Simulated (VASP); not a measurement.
A run of VASP 6.6.1 is set up as follows.

INCAR

```
  AGGAC = 1.0
  AGGAX = 1.0
  ALDAC = 0.0
  ALDAX = 1.0
  ALGO = Normal
  EDIFF = 1E-6
  ENCUT = 520
  GGA = B5
  ISIF = 2
  ISMEAR = -1
  LASPH = True
  LCHARG = False
  LREAL = False
  LWAVE = False
  NBANDS = 15
  NELM = 100
  PREC = Accurate
  SIGMA = 0.05
```

KPOINTS

```
k-points
0
Gamma
  4 4 4
```

POSCAR

```
KI
1.0
    0.0000000000      3.5327750000      3.5327750000
    3.5327750000      0.0000000000      3.5327750000
    3.5327750000      3.5327750000      0.0000000000
I K
1 1
Direct
    0.5000000000      0.5000000000      0.5000000000
    0.0000000000      0.0000000000      0.0000000000
```

Potentials or basis: VASP PAW PBE potentials, release 64 (I, K_sv).

Command:

```console
$ cat potpaw_PBE.64/I/POTCAR potpaw_PBE.64/K_sv/POTCAR > POTCAR
$ mpirun -np 1 vasp_std > vasp.out
```

Q: Estimate the band gap on the k mesh.

A: 4.00 eV.

Q: What does it give for the pressure?

A: 1.4 GPa.

Caveat: the PAW data sets were made with another functional, which shifts forces and pressure a little; spin-orbit coupling is left out, which moves the levels of the heavy elements. A hybrid or GW would open this gap; BLYP tends to underestimate it.
